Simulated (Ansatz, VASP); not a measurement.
## Si5F in VASP and in Ansatz

```
CELL_PARAMETERS angstrom
4.85422 0.00000 0.00000
-2.42711 4.20388 0.00000
0.00000 0.00000 4.53399
ATOMIC_POSITIONS crystal
Si 0.00000 0.50000 0.50000
Si 0.33333 0.66667 0.00000
Si 0.66667 0.33333 0.00000
Si 0.50000 0.00000 0.50000
Si 0.50000 0.50000 0.50000
F 0.00000 0.00000 0.00000
```

Change from the starting cell: species swapped into the DyNi5 type (P6/mmm, No. 191).

Alike in both runs: functional PBE; k mesh 12 × 12 × 10; occupations gaussian, width 0.1 eV; no spin polarisation.

Ansatz relaxed the structure, and its values are those at the end. VASP's run is a single point on that final structure, the one shown.

|  | VASP | Ansatz |
| --- | --- | --- |
| version | VASP 6.6.1 | Ansatz 0.2.0 |
| potentials or method | VASP PAW PBE potentials, release 64 (Si, F), cutoff 520 eV | scalar-relativistic, plane waves, PAW |
| valence electrons in the cell | 27 | 27 |

VASP gave:

| Quantity | Value |
| --- | --- |
| gap on the k mesh at the Fermi level (eV) | none |
| pressure (GPa) | -0.1 |

Estimate Ansatz's values.

gap on the k mesh at the Fermi level (eV): none; pressure (GPa): 0.0.

A gap of «none» marks a metal or a gap that the smearing closes. With one functional, cell and mesh, what is left measures potentials, basis and numerics.
